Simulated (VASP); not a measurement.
# Li2Se (Fm-3m) in VASP: a series of runs, part 2 of 2

VASP 6.6.1. Earlier steps stand in the parts before.

## Step 4: Relaxation of cell and atoms, PBE

This run uses another cell than the first one, of 18.05 Å³/atom, 1.124 times its volume.

File INCAR:

```
  PREC = Accurate
  ENCUT = 750
  EDIFF = 1E-7
  ISMEAR = 0
  SIGMA = 0.01
  LREAL = F
  LASPH = T
  NELM = 120
  ALGO = Normal
  ISIF = 3
  LWAVE = F
  LCHARG = F
  GGA = PE
  IBRION = 2
  NSW = 80
  EDIFFG = -0.01
  GGA_COMPAT = F
  NELMIN = 4
```

File KPOINTS:

```
regular mesh
0
Gamma
  6 6 6
```

File POSCAR:

```
Li2Se
1.0
    0.0000000000      3.0025000000      3.0025000000
    3.0025000000      0.0000000000      3.0025000000
    3.0025000000      3.0025000000      0.0000000000
Li Se
2 1
Direct
    0.2500000000      0.2500000000      0.2500000000
    0.7500000000      0.7500000000      0.7500000000
    0.0000000000      0.0000000000      0.0000000000
```

Potentials or basis: VASP PAW PBE potentials, release 64 (Li_sv, Se).

On the command line:

```console
> cat potpaw_PBE.64/Li_sv/POTCAR potpaw_PBE.64/Se/POTCAR > POTCAR
> mpirun -np 1 vasp_std > vasp.out
```

OUTCAR:

```text
PREC = Accurate
   ENCUT = 750
   EDIFF = 1E-7
   ISMEAR = 0
   LREAL = F
   LASPH = T
   NELM = 120
   ISIF = 3
   GGA = PE
   IBRION = 2
   NSW = 80
   EDIFFG = -0.01
   NELMIN = 4

 ion  position               nearest neighbor table
   1  0.250  0.250  0.250-   3 2.60   3 2.60   3 2.60   3 2.60
   2  0.750  0.750  0.750-   3 2.60   3 2.60   3 2.60   3 2.60
   3  0.000  0.000  0.000-   1 2.60   2 2.60   2 2.60   2 2.60   2 2.60   1 2.60   1 2.60   1 2.60

  LATTYP: Found a face centered cubic cell.
 ALAT       =     6.0050000000

  Lattice vectors:

 A1 = (   0.0000000000,   3.0025000000,   3.0025000000)
 A2 = (   3.0025000000,   0.0000000000,   3.0025000000)
 A3 = (   3.0025000000,   3.0025000000,   0.0000000000)

Analysis of symmetry for initial positions (statically):
=====================================================================
 Subroutine PRICEL returns:
 Original cell was already a primitive cell.

 Routine SETGRP: Setting up the symmetry group for a
 face centered cubic supercell.

 Subroutine GETGRP returns: Found 48 space group operations
[... 9 lines left out ...]

 Routine SETGRP: Setting up the symmetry group for a
 face centered cubic supercell.

 Subroutine GETGRP returns: Found 48 space group operations
[... 11 lines left out ...]
                                     Primitive cell

  volume of cell :      54.1351

  direct lattice vectors                    reciprocal lattice vectors
     0.000000000  3.002500000  3.002500000    -0.166527893  0.166527893  0.166527893
     3.002500000  0.000000000  3.002500000     0.166527893 -0.166527893  0.166527893
     3.002500000  3.002500000  0.000000000     0.166527893  0.166527893 -0.166527893

  length of vectors
     4.246176221  4.246176221  4.246176221     0.288434772  0.288434772  0.288434772

  position of ions in fractional coordinates (direct lattice)
     0.250000000  0.250000000  0.250000000
     0.750000000  0.750000000  0.750000000
     0.000000000  0.000000000  0.000000000

  ion indices of the primitive-cell ions
   primitive index   ion index
                 1           1
                 2           2
                 3           3

----------------------------------------------------------------------------------------

 KPOINTS: regular mesh

Automatic generation of k-mesh.
 Grid dimensions read from file:
 generate k-points for:    6    6    6

 Generating k-lattice:

  Cartesian coordinates                     Fractional coordinates (reciprocal lattice)
    -0.027754649  0.027754649  0.027754649     0.166666667  0.000000000  0.000000000
     0.027754649 -0.027754649  0.027754649     0.000000000  0.166666667  0.000000000
     0.027754649  0.027754649 -0.027754649     0.000000000  0.000000000  0.166666667

  Length of vectors
     0.048072462  0.048072462  0.048072462

  Shift w.r.t. Gamma in fractional coordinates (k-lattice)
     0.000000000  0.000000000  0.000000000

 Subroutine IBZKPT returns following result:
 ===========================================

 Found     16 irreducible k-points:

 Following reciprocal coordinates:
            Coordinates               Weight
  0.000000  0.000000  0.000000      1.000000
  0.166667  0.000000  0.000000      8.000000
  0.333333  0.000000  0.000000      8.000000
  0.500000  0.000000  0.000000      4.000000
  0.166667  0.166667  0.000000      6.000000
  0.333333  0.166667  0.000000     24.000000
[... 8 lines left out ...]
 -0.333333  0.333333  0.166667     24.000000
 -0.333333  0.500000  0.166667     12.000000
   k-points           NKPTS =     16   k-points in BZ     NKDIM =     16   number of bands    NBANDS=     10
   number of dos      NEDOS =    301   number of ions     NIONS =      3
   total plane-waves  NPLWV =  64000
   dimension x,y,z NGX =    40 NGY =   40 NGZ =   40
   dimension x,y,z NGXF=    80 NGYF=   80 NGZF=   80
   ions per type =               2   1
   NGX,Y,Z   is equivalent  to a cutoff of  15.66, 15.66, 15.66 a.u.
   NGXF,Y,Z  is equivalent  to a cutoff of  31.32, 31.32, 31.32 a.u.
 SYSTEM =  unknown system
   PREC   = accura    normal or accurate (medium, high low for compatibility)
   ISTART =      0    job   : 0-new  1-cont  2-samecut
   ICHARG =      2    charge: 1-file 2-atom 10-const
   ISPIN  =      1    spin polarized calculation?
   LNONCOLLINEAR =      F non collinear calculations
   LSORBIT =      F    spin-orbit coupling
   LASPH  =      T    aspherical Exc in radial PAW
   ENCUT  =  750.0 eV  55.12 Ry    7.42 a.u.   9.48  9.48  9.48*2*pi/ulx,y,z
   NELM   =    120;   NELMIN=  4; NELMDL= -5     # of ELM steps
   EDIFF  = 0.1E-06   stopping-criterion for ELM
   LREAL  =      F    real-space projection
   EDIFFG = -.1E-01   stopping-criterion for IOM
   NSW    =     80    number of steps for IOM
   IBRION =      2    ionic relax: 0-MD 1-quasi-New 2-CG
   NFREE  =      1    steps in history (QN), initial steepest desc. (CG)
   ISIF   =      3    stress and relaxation
   ISYM   =      2    0-nonsym 1-usesym 2-fastsym
   POTIM  = 0.5000    time-step for ionic-motion
   TEBEG  =    0.0;   TEEND  =   0.0 temperature during run
   PSTRESS=    0.0 pullay stress
   NELECT =      12.0000    total number of electrons
   NUPDOWN=      -1.0000    fix difference up-down
   EMIN   =  10.00;   EMAX   =-10.00  energy-range for DOS
   EFERMI =   0.00;   METHOD = LEGACY
   ISMEAR =     0;   SIGMA  =   0.01  broadening in eV -4-tet -1-fermi 0-gaus
   EFERMI_NEDOS =   21; number of points for ismear=-14 and -15
   IALGO  =     38    algorithm
   IMIX   =      4    mixing-type and parameters
     AMIX     =   0.40;   BMIX     =  1.00
     AMIX_MAG =   1.60;   BMIX_MAG =  1.00
  volume/ion in A,a.u.               =      18.05       121.77
  Fermi-wavevector in a.u.,A,eV,Ry     =   0.990776  1.872296 13.355989  0.981637
  Thomas-Fermi vector in A             =   2.122471
   LORBIT       =      0    0 simple, 1 ext, 2 COOP (PROOUT), +10 PAW based schemes
   GGA     = PE    functional components
   LHFCALC =     F    Hartree Fock is set to
   AEXX    =    0.0000 exact exchange contribution
   IVDW    =     0    specifies the selected vdW correction
   LEPSILON=     F    determine dielectric tensor
   LRPA    =     F    only Hartree local field effects (RPA)
 conjugate gradient relaxation of ions
 non-spin polarized calculation
 Gauss-broadening in eV      SIGMA  =   0.01
  energy-cutoff  :      750.00
  volume of cell :       54.14
 maximum number of plane-waves:      2565
 NGX is ok and might be reduce to    40
   NGX = 19   NGY = 19   NGZ = 19

 number of electron      12.0000004 magnetization

 Free energy of the ion-electron system (eV)
  ---------------------------------------------------
  ext. energy  EPLUGINS =         0.00000000
  ---------------------------------------------------
  free energy    TOTEN  =       -11.13060623 eV

  energy without entropy =      -11.13060623  energy(sigma->0) =      -11.13060623

 E-fermi :   1.0442     XC(G=0):  -8.2616

 val. band max:        0.9959180945   @ k =   0.0000   0.0000   0.0000
 cond. band min:       3.9705545252   @ k =   0.5000   0.5000   0.0000
 fundamental gap:      2.9746364307
 Fermi energy:         1.0442298673

 k-point     1 :       0.0000    0.0000    0.0000
  band No.  band energies     occupation
      1     -43.7165      2.00000
      2     -43.6928      2.00000
      3     -10.3930      2.00000
      4       0.9959      2.00000
      5       0.9959      2.00000
      6       0.9959      2.00000
      7       4.3792      0.00000
      8       6.6151      0.00000
      9       6.6151      0.00000
     10       6.6151      0.00000

 k-point     2 :       0.1667    0.0000    0.0000
  band No.  band energies     occupation
      1     -43.7149      2.00000
      2     -43.6942      2.00000
      3     -10.3094      2.00000
      4      -0.0248      2.00000
      5       0.8428      2.00000
      6       0.8428      2.00000
      7       5.1078      0.00000
      8       6.9768      0.00000
      9       6.9768      0.00000
     10       7.2453      0.00000
[... 170 lines left out ...]
 k-point    16 :      -0.3333    0.5000    0.1667
  band No.  band energies     occupation
      1     -43.7061      2.00000
      2     -43.7021      2.00000
      3      -9.9133      2.00000
      4      -1.1003      2.00000
      5      -0.6850      2.00000
      6      -0.6845      2.00000
      7       5.2472      0.00000
      8       8.0367      0.00000
      9       8.5442      0.00000
     10      10.2437      0.00000

------------------------ aborting loop because EDIFF is reached ----------------------------------------

  FORCE on cell =-STRESS in cart. coord.  units (eV):
  Direction    XX          YY          ZZ          XY          YZ          ZX
  --------------------------------------------------------------------------------------
  -------------------------------------------------------------------------------------
  Total       -0.0146558     -0.0146558     -0.0146558      0.0000000      0.0000000      0.0000000
  in kB       -0.4337517     -0.4337517     -0.4337517      0.0000000      0.0000000      0.0000000
  external PRESSURE =      -0.4337517 kB  Pullay stress =       0.0000000 kB

 VOLUME and BASIS-vectors are now :
 -----------------------------------------------------------------------------
  energy-cutoff  :      750.00
  volume of cell :       54.14
      direct lattice vectors                 reciprocal lattice vectors
     0.000000000  3.002500000  3.002500000    -0.166527893  0.166527893  0.166527893
     3.002500000  0.000000000  3.002500000     0.166527893 -0.166527893  0.166527893
     3.002500000  3.002500000  0.000000000     0.166527893  0.166527893 -0.166527893

 POSITION                                       TOTAL-FORCE (eV/Angst)
 -----------------------------------------------------------------------------------
      1.50125      1.50125      1.50125        -0.000000     -0.000000     -0.000000
      4.50375      4.50375      4.50375         0.000000      0.000000      0.000000
      0.00000      0.00000      0.00000        -0.000000     -0.000000     -0.000000
 -----------------------------------------------------------------------------------
    total drift:                                0.000000     -0.000000      0.000000

  FREE ENERGIE OF THE ION-ELECTRON SYSTEM (eV)
  ---------------------------------------------------
  free  energy   TOTEN  =       -11.1306062298 eV

  energy  without entropy=      -11.1306062298  energy(sigma->0) =      -11.13060623

 reached required accuracy - stopping structural energy minimisation
```

Run time: 13 s. Hardware: 1 thread of Intel Xeon Platinum 8559C (Emerald Rapids), shared host; peak memory 0.23 GiB.

What came out:

* Free energy: -11.1306 eV
* Pressure after relaxing: 0.0 GPa
* Band gap on the k mesh: 2.97 eV, indirect (least direct gap 3.38 eV)

Final structure:
```
Li Se
1.0
     0.00000    3.00250    3.00250
     3.00250    0.00000    3.00250
     3.00250    3.00250    0.00000
Li Se
2 1
Direct
  0.25000 0.25000 0.25000
  0.75000 0.75000 0.75000
  0.00000 0.00000 0.00000
```

Caveat: the relaxation stopped at its first step, so nothing moved.

## Step 5: Overview

```tsv
task	cell	gap on the mesh (eV)	pressure (GPa)
single point	a = 4.083 Å, angles 60.0°, 3 atoms	2.86	4.9
single point	a = 4.246 Å, angles 60.0°, 3 atoms	2.97	0.0
relaxation of cell and atoms	relaxed from a = 4.246 Å, angles 60.0°, 3 atoms	2.97	0.0
```

Alike in all rows: level PBE; potentials or basis VASP PAW PBE potentials, release 64 (Li_sv, Se); no spin polarisation; k mesh 6 × 6 × 6; cutoff (eV) 750; smearing gaussian 0.01 eV.

Caveats: the relaxation stopped at its first step, so nothing moved (some runs).

Total energies depend on the potentials used, so only differences within one code and one set of settings carry meaning.
